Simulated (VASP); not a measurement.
A run of VASP 6.6.1 is set up as follows.

Contents of POSCAR:

```
KI
1.0
    0.0000000000      3.9658927787      3.9658927787
    3.9658927787      0.0000000000      3.9658927787
    3.9658927787      3.9658927787      0.0000000000
K I
1 1
Direct
    0.0000000000      0.0000000000      0.0000000000
    0.2500000000      0.2500000000      0.2500000000
```

File INCAR.step1:

```
PREC = Accurate ; ENCUT = 520
EDIFF = 1E-5 ; ISMEAR = 0
SIGMA = 0.01 ; LREAL = F
LASPH = T ; NELM = 60
ALGO = Normal ; ISIF = 2
LWAVE = T ; LCHARG = F
NBANDS = 15 ; GGA = PE
```

File INCAR.step2:

```
PREC = Accurate ; ENCUT = 520
EDIFF = 1E-7 ; ISMEAR = 0
SIGMA = 0.01 ; LREAL = F
LASPH = T ; NELM = 60
ALGO = Normal ; ISIF = 2
LWAVE = F ; LCHARG = F
GGA = PE ; LHFCALC = T
HFSCREEN = 0.2079 ; PRECFOCK = Normal
NBANDS = 15 ; ISTART = 1
```

File KPOINTS:

```
regular mesh
0
Gamma
  4 4 4
```

Potentials or basis: VASP PAW PBE potentials, release 64 (K_sv, I).

Launch:

```console
$ cat potpaw_PBE.64/K_sv/POTCAR potpaw_PBE.64/I/POTCAR > POTCAR
$ cp INCAR.step1 INCAR
$ mpirun -np 1 vasp_std > vasp.out
$ cp INCAR.step2 INCAR
$ mpirun -np 1 vasp_std > vasp.out
```

Question: Estimate the band gap on the k mesh.

Answer: 4.88 eV.

Question: Estimate the pressure.

Answer: 0.1 GPa.

Caveat: the PAW data sets were made with another functional, which shifts forces and pressure a little; spin-orbit coupling is left out, which moves the levels of the heavy elements.
